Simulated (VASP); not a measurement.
Here is a VASP 6.6.1 calculation.

File INCAR:

```
SYSTEM = BN
PREC = Accurate
ENCUT = 520
EDIFF = 1E-7
ISMEAR = 0
SIGMA = 0.05
LREAL = .False.
LASPH = .True.
NELM = 80
ALGO = Normal
ISIF = 2
LWAVE = .False.
LCHARG = .True.
LELF = .True.
LVHAR = .True.
NBANDS = 16
```

The input KPOINTS:

```
regular mesh
0
Gamma
  12 12 4
  0 0 0
```

File POSCAR:

```
BN
1.0
    2.4484706050      0.0000000000      0.0000000000
   -1.2242353025      2.1204377444      0.0000000000
    0.0000000000      0.0000000000      6.5472103978
B N
2 2
Direct
    0.3333333333      0.6666666667      0.2500000000
    0.6666666667      0.3333333333      0.7500000000
    0.3333333333      0.6666666667      0.7500000000
    0.6666666667      0.3333333333      0.2500000000
```

Potentials or basis: VASP PAW LDA potentials, release 64 (B, N).

The run is started by

```sh
$ cat potpaw_LDA.64/B/POTCAR potpaw_LDA.64/N/POTCAR > POTCAR
$ mpirun -np 1 vasp_std > vasp.out
```

**Question.** What does it give for the band gap on the k mesh?

**Answer.** 4.15 eV, indirect (least direct gap 4.63 eV).

**Question.** What does it give for the pressure?

**Answer.** 13.6 GPa.

Stress tensor (GPa, compression positive):
```
20.65  0.00  0.00
 0.00 20.65  0.00
 0.00  0.00 -0.35
```

 A k mesh can miss the band edges.
